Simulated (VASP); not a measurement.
# Si5C3 (P1) in VASP: single point with PBE

Aim: the single point of Si5C3 with PBE.

Everything below comes from runs of VASP 6.6.1. Logs are shortened: lines on timing, memory, paths and dates and some standing lists are left out, and cuts for length are marked.

### Step 1. The cell of the first run

The typed cell holds 16 atoms: a = 6.618 Å, b = 6.617 Å, c = 6.669 Å, α = 60.26°, β = 60.25°, γ = 60.00°.

### Step 2. Single point, PBE

Contents of INCAR:

```
SYSTEM = Si5C3
PREC = Accurate
ENCUT = 520
EDIFF = 1E-6
ISMEAR = 0
SIGMA = 0.1
LREAL = Auto
LASPH = .TRUE.
NELM = 100
ALGO = Normal
ISIF = 2
LWAVE = .FALSE.
LCHARG = .FALSE.
GGA = PE
NBANDS = 46
```

Contents of KPOINTS:

```
regular mesh
0
G
  6 6 6
  0 0 0
```

Contents of POSCAR:

```
Si5C3
1.0
   -4.6793530000      4.6798890000     -0.0001290000
   -4.6791710000      0.0000540000      4.6789200000
    0.0359390000      4.7156990000      4.7149130000
C Si
6 10
Direct
    0.9887161651      0.9911465228      0.0298895284
    0.4989151105      0.9959112208      0.0049583111
    0.9939350109      0.5009153969      0.0050191116
    0.4988847039      0.5009940196      0.0049605943
    0.4999991261      0.5015137096      0.4975861348
    0.8887570285      0.8921535277      0.3281423361
    0.9839837945      0.9859902617      0.4865849998
    0.5412431804      0.9864532252      0.4866570044
    0.9837780462      0.5446524690      0.4865308220
    0.3950452525      0.8530172301      0.3551991992
    0.8514761458      0.3971191508      0.3552504902
    0.8606763554      0.8627544906      0.9077537777
    0.3948415487      0.3975622322      0.3552001393
    0.3673567766      0.8628136140      0.9078157658
    0.8606605394      0.3696814619      0.9077040045
    0.3720443758      0.3739957380      0.8807093208
```

Potentials or basis: VASP PAW PBE potentials, release 64 (C, Si).

Run with:

```bash
$ cat potpaw_PBE.64/C/POTCAR potpaw_PBE.64/Si/POTCAR > POTCAR
$ mpirun -np 1 vasp_std > vasp.out
```

OUTCAR:

```text
SYSTEM = Si5C3
   PREC = Accurate
   ENCUT = 520
   EDIFF = 1E-6
   ISMEAR = 0
   LREAL = Auto
   LASPH = .TRUE.
   NELM = 100
   ISIF = 2
   GGA = PE

 ion  position               nearest neighbor table
   1  0.989  0.991  0.030-   6 1.63  15 2.05  12 2.05  14 2.05
   2  0.499  0.996  0.005-  10 1.92  12 1.96  14 1.96  16 2.05
   3  0.994  0.501  0.005-  11 1.92  15 1.96  12 1.96  16 2.05
   4  0.499  0.501  0.005-  13 1.92  15 1.96  14 1.96  16 2.05
   5  0.500  0.502  0.498-  11 1.91  13 1.91  10 1.91  16 2.09
   6  0.889  0.892  0.328-   1 1.63   9 1.90   7 1.90   8 1.90
   7  0.984  0.986  0.487-   6 1.90  10 2.22  11 2.22  12 2.31   9 2.92   8 2.93
   8  0.541  0.986  0.487-   6 1.90  10 2.22  13 2.22  14 2.31   9 2.93   7 2.93
   9  0.984  0.545  0.487-   6 1.90  13 2.22  11 2.22  15 2.31   7 2.92   8 2.93
  10  0.395  0.853  0.355-   5 1.91   2 1.92   7 2.22   8 2.22  13 3.01  11 3.02  14 3.05  12 3.05
[... 6 lines left out ...]
  14  0.367  0.863  0.908-   2 1.96   4 1.96   1 2.05   8 2.31  13 3.05  10 3.05
  15  0.861  0.370  0.908-   4 1.96   3 1.96   1 2.05   9 2.31  13 3.05  11 3.05
  16  0.372  0.374  0.881-   2 2.05   4 2.05   3 2.05   5 2.09

  LATTYP: Found a base centered monoclinic cell.
 ALAT       =    29.0347972558
 B/A-ratio  =     0.2279047981
 C/A-ratio  =     0.3236003478
 COS(beta)  =    -0.9732722881

  Lattice vectors:

 A1 = (  -0.0716960000, -14.1112330000,  -4.7507770000)
 A2 = (  -4.7508670000, -14.1111790000,  -0.0718570000)
 A3 = (   0.0357570000,   9.3955340000,   0.0358640000)

Analysis of symmetry for initial positions (statically):
=====================================================================
 Subroutine PRICEL returns:
 Original cell was already a primitive cell.

 Routine SETGRP: Setting up the symmetry group for a
 base centered monoclinic supercell.

 Subroutine GETGRP returns: Found  1 space group operations
 (whereof  1 operations were pure point group operations)
 out of a pool of  4 trial point group operations.

The static configuration has the point symmetry C_1 .

Analysis of symmetry for dynamics (positions and initial velocities):
=====================================================================
 Subroutine PRICEL returns:
 Original cell was already a primitive cell.

 Routine SETGRP: Setting up the symmetry group for a
 base centered monoclinic supercell.

 Subroutine GETGRP returns: Found  1 space group operations
 (whereof  1 operations were pure point group operations)
 out of a pool of  4 trial point group operations.

[... 134 lines left out ...]
   ISIF   =      2    stress and relaxation
   ISYM   =      2    0-nonsym 1-usesym 2-fastsym
   POTIM  = 0.5000    time-step for ionic-motion
   TEBEG  =    0.0;   TEEND  =   0.0 temperature during run
   PSTRESS=    0.0 pullay stress
   NELECT =      64.0000    total number of electrons
   NUPDOWN=      -1.0000    fix difference up-down
   EMIN   =  10.00;   EMAX   =-10.00  energy-range for DOS
   EFERMI =   0.00;   METHOD = LEGACY
   ISMEAR =     0;   SIGMA  =   0.10  broadening in eV -4-tet -1-fermi 0-gaus
   EFERMI_NEDOS =   21; number of points for ismear=-14 and -15
   IALGO  =     38    algorithm
   IMIX   =      4    mixing-type and parameters
     AMIX     =   0.40;   BMIX     =  1.00
     AMIX_MAG =   1.60;   BMIX_MAG =  1.00
  volume/ion in A,a.u.               =      12.96        87.43
  Fermi-wavevector in a.u.,A,eV,Ry     =   1.106489  2.090961 16.657854  1.224318
  Thomas-Fermi vector in A             =   2.242990
   LORBIT       =      0    0 simple, 1 ext, 2 COOP (PROOUT), +10 PAW based schemes
   GGA     = PE    functional components
   LHFCALC =     F    Hartree Fock is set to
   AEXX    =    0.0000 exact exchange contribution
   IVDW    =     0    specifies the selected vdW correction
   LEPSILON=     F    determine dielectric tensor
   LRPA    =     F    only Hartree local field effects (RPA)
 non-spin polarized calculation
 Gauss-broadening in eV      SIGMA  =   0.10
  energy-cutoff  :      520.00
  volume of cell :      207.28
 maximum number of plane-waves:      5654
 NGX is ok and might be reduce to    50
   NGX = 25   NGY = 25   NGZ = 25

 number of electron      64.0000000 magnetization

 Free energy of the ion-electron system (eV)
  ---------------------------------------------------
  ext. energy  EPLUGINS =         0.00000000
  ---------------------------------------------------
  free energy    TOTEN  =      -105.71986438 eV

  energy without entropy =     -105.71923792  energy(sigma->0) =     -105.71955115

 E-fermi :   8.0402     XC(G=0): -10.6136

 val. band max:        7.9537229419   @ k =   0.0000   0.0000   0.0000
 cond. band min:       8.1306112350   @ k =   0.0000   0.0000   0.0000
 fundamental gap:      0.1768882930
 Fermi energy:         8.0401734436

 k-point     1 :       0.0000    0.0000    0.0000
  band No.  band energies     occupation
      1      -7.5428      2.00000
      2      -5.6984      2.00000
      3      -4.5417      2.00000
      4      -4.4031      2.00000
      5      -4.4030      2.00000
      6      -3.0491      2.00000
[... 1117 lines left out ...]
     43      12.0117      0.00000
     44      12.4142      0.00000

 [... further k-points ...]

 [bands above 44 left out]

------------------------ aborting loop because EDIFF is reached ----------------------------------------

  FORCE on cell =-STRESS in cart. coord.  units (eV):
  Direction    XX          YY          ZZ          XY          YZ          ZX
  --------------------------------------------------------------------------------------
  -------------------------------------------------------------------------------------
  Total       -0.1700515     -0.1899913     -0.1642991     -0.0949271     -0.0974547     -0.1101122
  in kB       -1.3144006     -1.4685238     -1.2699384     -0.7337321     -0.7532692     -0.8511040
  external PRESSURE =      -1.3509543 kB  Pullay stress =       0.0000000 kB

 VOLUME and BASIS-vectors are now :
 -----------------------------------------------------------------------------
  energy-cutoff  :      520.00
  volume of cell :      207.28
      direct lattice vectors                 reciprocal lattice vectors
    -4.679353000  4.679889000 -0.000129000    -0.106444553  0.107244986 -0.106451500
    -4.679171000  0.000054000  4.678920000    -0.106453015 -0.106437866  0.107267038
     0.035939000  4.715699000  4.714913000     0.105637455  0.105628268  0.105641902

 POSITION                                       TOTAL-FORCE (eV/Angst)
 -----------------------------------------------------------------------------------
     -9.26322      4.76809      4.77829        -0.002616     -0.005157     -0.000728
     -6.99446      2.35830      4.68310        -0.017842     -0.015696     -0.002219
     -6.99466      4.67520      2.36728        -0.017044      0.001105     -0.017949
     -4.67852      2.35814      2.36744        -0.001734     -0.016613     -0.016628
     -4.66846      4.68643      4.69255         0.021437      0.022318      0.026109
     -8.32155      5.70675      5.72136         0.021959      0.025186      0.022494
[... 8 lines left out ...]
     -5.72452      8.30827      6.00934        -0.002690     -0.003070      0.018119
     -3.45927      5.89431      5.90232        -0.011344     -0.012870     -0.010658
 -----------------------------------------------------------------------------------
    total drift:                               -0.011093     -0.007584     -0.004026

  FREE ENERGIE OF THE ION-ELECTRON SYSTEM (eV)
  ---------------------------------------------------
  free  energy   TOTEN  =      -105.7198643846 eV

  energy  without entropy=     -105.7192379244  energy(sigma->0) =     -105.71955115
```

OSZICAR:

```text
N       E                     dE             d eps       ncg     rms          rms(c)
DAV:   1     0.172567055456E+03    0.17257E+03   -0.27247E+04 10304   0.122E+03
DAV:   2    -0.952477515600E+02   -0.26781E+03   -0.25008E+03 12932   0.200E+02
DAV:   3    -0.114333217038E+03   -0.19085E+02   -0.18758E+02 13132   0.506E+01
DAV:   4    -0.114815296941E+03   -0.48208E+00   -0.47993E+00 13008   0.889E+00
DAV:   5    -0.114828846063E+03   -0.13549E-01   -0.13535E-01 12770   0.142E+00    0.201E+01
DAV:   6    -0.105982890456E+03    0.88460E+01   -0.28738E+01 12236   0.193E+01    0.106E+01
DAV:   7    -0.105844469636E+03    0.13842E+00   -0.43681E+00 12192   0.816E+00    0.495E+00
DAV:   8    -0.105722463890E+03    0.12201E+00   -0.43236E-01 13334   0.278E+00    0.168E+00
DAV:   9    -0.105718224066E+03    0.42398E-02   -0.76069E-02 12608   0.120E+00    0.467E-01
DAV:  10    -0.105719382184E+03   -0.11581E-02   -0.11009E-02 13158   0.408E-01    0.270E-01
DAV:  11    -0.105719908758E+03   -0.52657E-03   -0.28314E-03 14424   0.253E-01    0.664E-02
DAV:  12    -0.105719843436E+03    0.65321E-04   -0.62904E-04 12548   0.117E-01    0.513E-02
DAV:  13    -0.105719854808E+03   -0.11371E-04   -0.22585E-04 13160   0.571E-02    0.273E-02
DAV:  14    -0.105719862946E+03   -0.81386E-05   -0.29950E-05 13140   0.249E-02    0.118E-02
DAV:  15    -0.105719864222E+03   -0.12759E-05   -0.56603E-06 12712   0.131E-02    0.286E-03
DAV:  16    -0.105719864385E+03   -0.16244E-06   -0.24991E-06  8714   0.643E-03
   1 F= -.10571986E+03 E0= -.10571955E+03  d E =-.626460E-03
```

It took 37 min on 1 thread of Oxide Virtual Turin-like, shared host; peak memory 0.72 GiB.

Results:

- Free energy: -105.7199 eV
- Pressure: -0.1 GPa
- Largest force: 0.040 eV/Å
- Band gap on the k mesh: 0.18 eV

Forces in eV/Å, atoms in the order of the input:
```
C   -0.003 -0.005 -0.001
C   -0.018 -0.016 -0.002
C   -0.017  0.001 -0.018
C   -0.002 -0.017 -0.017
C    0.021  0.022  0.026
C    0.022  0.025  0.022
Si  -0.030 -0.001  0.007
Si   0.002 -0.030  0.003
Si   0.008  0.001 -0.030
Si   0.007  0.009 -0.004
Si   0.010 -0.003  0.007
Si   0.018 -0.002 -0.003
Si  -0.003  0.011  0.004
Si  -0.002  0.019 -0.003
Si  -0.003 -0.003  0.018
Si  -0.011 -0.013 -0.011
```

Levels at points of the mesh, in eV from the valence-band top:
| k point | band 30 | band 31 | band 32 | band 33 | band 34 | band 35 |
| --- | --- | --- | --- | --- | --- | --- |
| (0.00, 0.00, 0.00) | -0.64 | -0.01 | 0.00 | 0.18 | 0.20 | 0.21 |
| (0.50, 0.00, 0.00) | -1.18 | -0.96 | -0.44 | 0.99 | 1.62 | 1.63 |
| (0.00, 0.50, 0.00) | -1.18 | -0.96 | -0.45 | 0.99 | 1.61 | 1.64 |
| (0.50, 0.50, 0.00) | -1.66 | -1.33 | -0.92 | 1.12 | 1.66 | 2.78 |
| (0.00, 0.00, 0.50) | -1.37 | -0.31 | -0.30 | 0.70 | 1.71 | 1.72 |
| (0.50, 0.00, 0.50) | -1.66 | -1.33 | -0.91 | 1.12 | 1.66 | 2.78 |
| (0.00, 0.50, 0.50) | -1.66 | -1.34 | -0.92 | 1.12 | 1.66 | 2.78 |
| (0.50, 0.50, 0.50) | -1.18 | -0.96 | -0.45 | 0.99 | 1.61 | 1.63 |

Caveat: semilocal functionals underestimate gaps, and a narrow one can read as zero. A k mesh can miss the band edges.
